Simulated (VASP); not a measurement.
Pr4O:

```
Pr O
1.0
    -3.15319    3.15319    3.15319
     3.15319   -3.15319    3.15319
     3.15319    3.15319   -3.15319
Pr O
4 1
Direct
  0.50000 0.50000 0.50000
  0.00000 0.00000 0.50000
  0.00000 0.50000 0.00000
  0.50000 0.00000 0.00000
  0.00000 0.00000 0.00000
```

```yaml
Program: VASP 6.6.1
Task: relaxation of cell and atoms
Functional: PBE
Potentials_or_basis: VASP PAW PBE potentials, release 64 (Pr, O)
Cutoff: 600 eV
k_mesh: 4 × 4 × 4
Occupations: gaussian, width 0.1 eV
Spin: no spin polarisation
```

At the start: pressure -11.3 GPa; volume 25.08 Å³/atom.

**Question.** Where does the relaxation end?

**Answer.** Over 3 steps the energy falls by 266.4 meV/atom and the volume is 19.39 Å³/atom (-22.7 %); space group Im-3m (No. 229, to 0.05 Å).

Step by step:
| step | energy change (eV) | largest force (eV/Å) | pressure (GPa) | volume (Å³) |
| --- | --- | --- | --- | --- |
| 1 | 0.0000 | 0.0000 | -11.32 | 125.40 |
| 2 | -1.3289 | 0.0000 | 1.03 | 95.90 |
| 3 | -1.3319 | 0.0000 | -0.14 | 96.97 |

Final structure:
```xyz
5
Lattice="-2.8942 2.8942 2.8942 2.8942 -2.8942 2.8942 2.8942 2.8942 -2.8942" Properties=species:S:1:pos:R:3 pbc="T T T"
Pr    1.4471    1.4471    1.4471
Pr    1.4471    1.4471   -1.4471
Pr    1.4471   -1.4471    1.4471
Pr   -1.4471    1.4471    1.4471
O     0.0000    0.0000    0.0000
```

Caveat: the electronic state changed during the relaxation; the volume moved by over 15 % at a fixed basis, so the end points are rough; the run has no spin polarisation, though such a crystal can be magnetic; without U or exact exchange the open f shell lies at the Fermi level, which spoils levels, moments and volumes.
